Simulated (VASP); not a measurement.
The system is HfB2.

```xyz
3
Lattice="3.1400 0.0000 0.0000 -1.5700 2.7193 0.0000 0.0000 0.0000 3.4800" Properties=species:S:1:pos:R:3 pbc="T T T"
Hf    0.0000    0.0000    0.0000
B     1.5700    0.9064    1.7400
B     0.0000    1.8129    1.7400
```

Program: VASP 6.6.1. Alike in all runs: task single point; cell as given. Hardware: 1 thread of Intel Xeon 6975P-C, on a shared host.

Question: Order these runs on this cell by their wall time, lowest first.
A. level LDA; potentials or basis VASP PAW LDA potentials, release 64 (Hf_pv, B); spin non-collinear, zero start, SOC; k mesh 7 × 7 × 6; cutoff (eV) 520; smearing fermi-dirac 0.05 eV
B. level LDA; potentials or basis VASP PAW LDA potentials, release 64 (Hf_pv, B); spin off; k mesh 10 × 10 × 8; cutoff (eV) 520; smearing fermi-dirac 0.05 eV
C. level PBEsol; potentials or basis VASP PAW PBE potentials, release 64 (Hf_pv, B); spin off; k mesh 6 × 6 × 5; cutoff (eV) 500; smearing fermi-dirac 0.03 eV

Answer: C (6.8 s), B (19 s), A (43 s).

Caveats: some runs use coarse meshes.
